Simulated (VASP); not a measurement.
Runs of VASP 6.6.1 on Au. The structure is that of space group Fm-3m (No. 225), or close to it. The cells are those of the table. 

```csv
cell,gap on the mesh (eV),pressure (GPa)
"a = 2.819 Å, angles 60.0°, 1 atom",none,10.7
"a = 2.878 Å, angles 60.0°, 1 atom",none,-2.6
"a = 2.916 Å, angles 60.0°, 1 atom",none,-8.9
"a = 2.859 Å, angles 60.0°, 1 atom",none,1.3
"a = 2.839 Å, angles 60.0°, 1 atom",none,(b)
"a = 2.897 Å, angles 60.0°, 1 atom",none,(a)
"a = 2.934 Å, angles 60.0°, 1 atom",none,-11.4
```

Alike in all rows: task single point; level LDA; potentials or basis VASP PAW LDA potentials, release 64 (Au); no spin polarisation; k mesh 14 × 14 × 14; cutoff (eV) 500; smearing gaussian 0.1 eV.

Q: Estimate the missing entries.

A: (a) -6.0; (b) 5.7.

Caveats: spin-orbit coupling is left out, which moves the levels of the heavy elements.

A k mesh can miss the band edges, and the runs leave out spin-orbit coupling on Au.

A gap of «none» marks levels without a gap at the run's occupations.
